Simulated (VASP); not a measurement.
# V in VASP: single point with PBE

Aim: the single point of V with PBE.

Everything below comes from runs of VASP 6.6.1. Logs are shortened: lines on timing, memory, paths and dates and some standing lists are left out, and cuts for length are marked.

## Step 1: The cell of the first run

The cell holds a slab with vacuum, 4 atoms: a = 2.997 Å, b = 2.997 Å, c = 21.333 Å, α = 90.00°, β = 90.00°, γ = 90.00°.

## Step 2: Single point, PBE

INCAR

```
SYSTEM = V
PREC = Accurate
ENCUT = 400
EDIFF = 1E-6
ISMEAR = 0
SIGMA = 0.1
LREAL = .False.
LASPH = .True.
NELM = 120
ALGO = Normal
ISIF = 2
LWAVE = .False.
LCHARG = .False.
LDIPOL = .True.
IDIPOL = 3
DIPOL = 0.5 0.5 0.291
GGA = PE
NBANDS = 34
GGA_COMPAT = .False.
NELMDL = -8
```

KPOINTS

```
Automatic mesh
0
Gamma
  9 9 1
  0 0 0
```

POSCAR

```
V
1.0
    2.9971751491      0.0000000000      0.0000000000
    0.0000000000      2.9971751491      0.0000000000
    0.0000000000      0.0000000000     21.3333819395
V
4
Direct
    0.5000000000      0.5000000000      0.1874995728
    0.0000000000      0.0000000000      0.2577457053
    0.5000000000      0.5000000000      0.3267158760
    0.0000000000      0.0000000000      0.3906263884
```

Potentials or basis: VASP PAW PBE potentials, release 64 (V_sv).

Run with:

```bash
cat potpaw_PBE.64/V_sv/POTCAR > POTCAR
mpirun -np 1 vasp_std > vasp.out
```

OUTCAR:

```text
SYSTEM = V
   PREC = Accurate
   ENCUT = 400
   EDIFF = 1E-6
   ISMEAR = 0
   LREAL = .False.
   LASPH = .True.
   NELM = 120
   ISIF = 2
   GGA = PE
   NELMDL = -8

 ion  position               nearest neighbor table
   1  0.500  0.500  0.187-   2 2.60   2 2.60   2 2.60   2 2.60
   2  0.000  0.000  0.258-   3 2.58   3 2.58   3 2.58   3 2.58   1 2.60   1 2.60   1 2.60   1 2.60
                             4 2.83
   3  0.500  0.500  0.327-   4 2.52   4 2.52   4 2.52   4 2.52   2 2.58   2 2.58   2 2.58   2 2.58

   4  0.000  0.000  0.391-   3 2.52   3 2.52   3 2.52   3 2.52   2 2.83

  LATTYP: Found a simple tetragonal cell.
 ALAT       =     2.9971751491
 C/A-ratio  =     7.1178295823

  Lattice vectors:

 A1 = (   2.9971751491,   0.0000000000,   0.0000000000)
 A2 = (   0.0000000000,   2.9971751491,   0.0000000000)
 A3 = (   0.0000000000,   0.0000000000,  21.3333819395)

Analysis of symmetry for initial positions (statically):
=====================================================================
 Subroutine PRICEL returns:
 Original cell was already a primitive cell.

 Routine SETGRP: Setting up the symmetry group for a
 simple tetragonal supercell.

 Subroutine GETGRP returns: Found  8 space group operations
 (whereof  8 operations were pure point group operations)
 out of a pool of 16 trial point group operations.

The static configuration has the point symmetry C_4v.

Analysis of symmetry for dynamics (positions and initial velocities):
=====================================================================
 Subroutine PRICEL returns:
 Original cell was already a primitive cell.

 Routine SETGRP: Setting up the symmetry group for a
 simple tetragonal supercell.

 Subroutine GETGRP returns: Found  8 space group operations
 (whereof  8 operations were pure point group operations)
 out of a pool of 16 trial point group operations.

The dynamic configuration has the point symmetry C_4v.

 Subroutine INISYM returns: Found  8 space group operations
 (whereof  8 operations are pure point group operations),
 and found     1 'primitive' translations

----------------------------------------------------------------------------------------

                                     Primitive cell

  volume of cell :     191.6390

  direct lattice vectors                    reciprocal lattice vectors
     2.997175149  0.000000000  0.000000000     0.333647501  0.000000000  0.000000000
     0.000000000  2.997175149  0.000000000     0.000000000  0.333647501  0.000000000
     0.000000000  0.000000000 21.333381940     0.000000000  0.000000000  0.046874893

  length of vectors
     2.997175149  2.997175149 21.333381940     0.333647501  0.333647501  0.046874893

  position of ions in fractional coordinates (direct lattice)
     0.500000000  0.500000000  0.187499573
     0.000000000  0.000000000  0.257745705
     0.500000000  0.500000000  0.326715876
     0.000000000  0.000000000  0.390626388

  ion indices of the primitive-cell ions
   primitive index   ion index
                 1           1
                 2           2
                 3           3
                 4           4

----------------------------------------------------------------------------------------

 KPOINTS: Automatic mesh

Automatic generation of k-mesh.
 Grid dimensions read from file:
 generate k-points for:    9    9    1

 Generating k-lattice:

  Cartesian coordinates                     Fractional coordinates (reciprocal lattice)
     0.037071945  0.000000000  0.000000000     0.111111111  0.000000000  0.000000000
     0.000000000  0.037071945  0.000000000     0.000000000  0.111111111  0.000000000
     0.000000000  0.000000000  0.046874893     0.000000000  0.000000000  1.000000000

  Length of vectors
     0.037071945  0.037071945  0.046874893

  Shift w.r.t. Gamma in fractional coordinates (k-lattice)
     0.000000000  0.000000000  0.000000000

 Subroutine IBZKPT returns following result:
 ===========================================

 Found     15 irreducible k-points:

 Following reciprocal coordinates:
            Coordinates               Weight
  0.000000  0.000000  0.000000      1.000000
  0.111111  0.000000  0.000000      4.000000
  0.222222  0.000000  0.000000      4.000000
  0.333333  0.000000  0.000000      4.000000
  0.444444  0.000000  0.000000      4.000000
  0.111111  0.111111  0.000000      4.000000
  0.222222  0.111111  0.000000      8.000000
  0.333333  0.111111  0.000000      8.000000
  0.444444  0.111111  0.000000      8.000000
  0.222222  0.222222  0.000000      4.000000
  0.333333  0.222222  0.000000      8.000000
  0.444444  0.222222  0.000000      8.000000
  0.333333  0.333333  0.000000      4.000000
  0.444444  0.333333  0.000000      8.000000
  0.444444  0.444444  0.000000      4.000000
   k-points           NKPTS =     15   k-points in BZ     NKDIM =     15   number of bands    NBANDS=     34
   number of dos      NEDOS =    301   number of ions     NIONS =      4
   total plane-waves  NPLWV =  56000
   dimension x,y,z NGX =    20 NGY =   20 NGZ =  140
   dimension x,y,z NGXF=    40 NGYF=   40 NGZF=  280
   ions per type =               4
   NGX,Y,Z   is equivalent  to a cutoff of  11.09, 11.09, 10.91 a.u.
   NGXF,Y,Z  is equivalent  to a cutoff of  22.19, 22.19, 21.82 a.u.
 SYSTEM =  V
   PREC   = accura    normal or accurate (medium, high low for compatibility)
   ISTART =      0    job   : 0-new  1-cont  2-samecut
   ICHARG =      2    charge: 1-file 2-atom 10-const
   ISPIN  =      1    spin polarized calculation?
   LNONCOLLINEAR =      F non collinear calculations
   LSORBIT =      F    spin-orbit coupling
   LASPH  =      T    aspherical Exc in radial PAW
   ENCUT  =  400.0 eV  29.40 Ry    5.42 a.u.   4.89  4.89 34.79*2*pi/ulx,y,z
   NELM   =    120;   NELMIN=  2; NELMDL= -8     # of ELM steps
   EDIFF  = 0.1E-05   stopping-criterion for ELM
   LREAL  =      F    real-space projection
   EDIFFG = 0.1E-04   stopping-criterion for IOM
   NSW    =      0    number of steps for IOM
   IBRION =     -1    ionic relax: 0-MD 1-quasi-New 2-CG
   NFREE  =      0    steps in history (QN), initial steepest desc. (CG)
   ISIF   =      2    stress and relaxation
   ISYM   =      2    0-nonsym 1-usesym 2-fastsym
   POTIM  = 0.5000    time-step for ionic-motion
   TEBEG  =    0.0;   TEEND  =   0.0 temperature during run
   PSTRESS=    0.0 pullay stress
   NELECT =      52.0000    total number of electrons
   NUPDOWN=      -1.0000    fix difference up-down
   EMIN   =  10.00;   EMAX   =-10.00  energy-range for DOS
   EFERMI =   0.00;   METHOD = LEGACY
   ISMEAR =     0;   SIGMA  =   0.10  broadening in eV -4-tet -1-fermi 0-gaus
   EFERMI_NEDOS =   21; number of points for ismear=-14 and -15
   IALGO  =     38    algorithm
   IMIX   =      4    mixing-type and parameters
     AMIX     =   0.40;   BMIX     =  1.00
     AMIX_MAG =   1.60;   BMIX_MAG =  1.00
  volume/ion in A,a.u.               =      47.91       323.31
  Fermi-wavevector in a.u.,A,eV,Ry     =   1.059859  2.002842 15.283430  1.123300
  Thomas-Fermi vector in A             =   2.195219
   LORBIT       =      0    0 simple, 1 ext, 2 COOP (PROOUT), +10 PAW based schemes
   GGA     = PE    functional components
   LHFCALC =     F    Hartree Fock is set to
   AEXX    =    0.0000 exact exchange contribution
   IVDW    =     0    specifies the selected vdW correction
   LEPSILON=     F    determine dielectric tensor
   LRPA    =     F    only Hartree local field effects (RPA)
 non-spin polarized calculation
 Gauss-broadening in eV      SIGMA  =   0.10
  energy-cutoff  :      400.00
  volume of cell :      191.64
 maximum number of plane-waves:      3515
 NGX is ok and might be reduce to    20
   NGX =  9   NGY =  9   NGZ = 69

 dipolmoment           0.000000      0.000000      0.001005 electrons x Angstroem

 number of electron      52.0000057 magnetization

 dipolmoment           0.000000      0.000000     -0.005988 electrons x Angstroem

 Free energy of the ion-electron system (eV)
  ---------------------------------------------------
  ext. energy  EPLUGINS =         0.00000000
  ---------------------------------------------------
  free energy    TOTEN  =       -33.00270107 eV

  energy without entropy =      -32.96239332  energy(sigma->0) =      -32.98254719

 E-fermi :   0.2445     XC(G=0):  -4.7610

 val. band max:        0.2352941679   @ k =   0.1111   0.0000   0.0000
 cond. band min:       0.2462857856   @ k =   0.4444   0.0000   0.0000
 fundamental gap:      0.0109916177
 Fermi energy:         0.2445337998

 k-point     1 :       0.0000    0.0000    0.0000
  band No.  band energies     occupation
      1     -64.0760      2.00000
      2     -64.0067      2.00000
      3     -63.6597      2.00000
      4     -63.4302      2.00000
      5     -37.9928      2.00000
      6     -37.9402      2.00000
[... 26 lines left out ...]
     33       1.3274      0.00000
     34       1.9134      0.00000

 k-point     2 :       0.1111    0.0000    0.0000
  band No.  band energies     occupation
      1     -64.0722      2.00000
      2     -64.0019      2.00000
      3     -63.6567      2.00000
      4     -63.4346      2.00000
      5     -38.0071      2.00000
      6     -37.9434      2.00000
[... 26 lines left out ...]
     33       1.7342      0.00000
     34       1.9967      0.00000

 k-point     3 :       0.2222    0.0000    0.0000
  band No.  band energies     occupation
      1     -64.0629      2.00000
      2     -63.9898      2.00000
      3     -63.6484      2.00000
      4     -63.4468      2.00000
      5     -38.0416      2.00000
      6     -37.9802      2.00000
[... 26 lines left out ...]
     33       1.9412      0.00000
     34       2.0123      0.00000

 k-point     4 :       0.3333    0.0000    0.0000
  band No.  band energies     occupation
      1     -64.0524      2.00000
      2     -63.9757      2.00000
      3     -63.6369      2.00000
      4     -63.4628      2.00000
      5     -38.0806      2.00000
      6     -38.0523      2.00000
[... 26 lines left out ...]
     33       1.9780      0.00000
     34       1.9997      0.00000

 k-point     5 :       0.4444    0.0000    0.0000
  band No.  band energies     occupation
      1     -64.0454      2.00000
      2     -63.9663      2.00000
      3     -63.6276      2.00000
      4     -63.4752      2.00000
      5     -38.1146      2.00000
      6     -38.0845      2.00000
[... 288 lines left out ...]
 k-point    13 :       0.3333    0.3333    0.0000
  band No.  band energies     occupation
      1     -64.0379      2.00000
      2     -63.9589      2.00000
      3     -63.6200      2.00000
      4     -63.4638      2.00000
      5     -38.0507      2.00000
      6     -38.0356      2.00000
[... 26 lines left out ...]
     33       2.3853      0.00000
     34       2.4803      0.00000

 k-point    14 :       0.4444    0.3333    0.0000
  band No.  band energies     occupation
      1     -64.0337      2.00000
      2     -63.9540      2.00000
      3     -63.6148      2.00000
      4     -63.4645      2.00000
      5     -38.0724      2.00000
      6     -38.0557      2.00000
[... 26 lines left out ...]
     33       2.4049      0.00000
     34       2.4608      0.00000

 k-point    15 :       0.4444    0.4444    0.0000
  band No.  band energies     occupation
      1     -64.0303      2.00000
      2     -63.9505      2.00000
      3     -63.6111      2.00000
      4     -63.4614      2.00000
      5     -38.1024      2.00000
      6     -38.0957      2.00000
[... 26 lines left out ...]
     33       2.5522      0.00000
     34       2.6187      0.00000

------------------------ aborting loop because EDIFF is reached ----------------------------------------

 vacuum level on the upper side and lower side of the slab       (xc-potential included)        -0.330        -0.186

  FORCE on cell =-STRESS in cart. coord.  units (eV):
  Direction    XX          YY          ZZ          XY          YZ          ZX
  --------------------------------------------------------------------------------------
  -------------------------------------------------------------------------------------
  Total       -4.1526803     -4.1526803     -1.3133327      0.0000000     -0.0000000      0.0000000
  in kB      -34.7180339    -34.7180339    -10.9799756      0.0000000     -0.0000000      0.0000000
  external PRESSURE =     -26.8053478 kB  Pullay stress =       0.0000000 kB

 VOLUME and BASIS-vectors are now :
 -----------------------------------------------------------------------------
  energy-cutoff  :      400.00
  volume of cell :      191.64
      direct lattice vectors                 reciprocal lattice vectors
     2.997175149  0.000000000  0.000000000     0.333647501  0.000000000  0.000000000
     0.000000000  2.997175149  0.000000000     0.000000000  0.333647501  0.000000000
     0.000000000  0.000000000 21.333381940     0.000000000  0.000000000  0.046874893

 POSITION                                       TOTAL-FORCE (eV/Angst)
 -----------------------------------------------------------------------------------
      1.49859      1.49859      4.00000        -0.000000     -0.000000      0.554303
      0.00000      0.00000      5.49859        -0.000000      0.000000     -0.559213
      1.49859      1.49859      6.96995         0.000000     -0.000000     -0.038795
      0.00000      0.00000      8.33338         0.000000     -0.000000      0.043705
 -----------------------------------------------------------------------------------
    total drift:                               -0.000000      0.000000      0.002310

  FREE ENERGIE OF THE ION-ELECTRON SYSTEM (eV)
  ---------------------------------------------------
  free  energy   TOTEN  =       -33.0027010665 eV

  energy  without entropy=      -32.9623933189  energy(sigma->0) =      -32.98254719

 vacuum level on the upper side and lower side of the slab         3.733         3.869
```

Wall time 71 s (1 thread of Intel Xeon 6975P-C (Granite Rapids), shared host); peak memory 0.23 GiB.

What came out:

```yaml
Free_energy: -33.0027 eV
Largest_force: 0.559 eV/Å
Band_gap_on_the_k_mesh: zero (band 26 reaches 0.38 eV, above the bottom of band 27 at 0.25 eV)
```

Forces on the atoms (eV/Å):
```
V    0.000  0.000  0.554
V    0.000  0.000 -0.559
V    0.000  0.000 -0.039
V    0.000  0.000  0.044
```
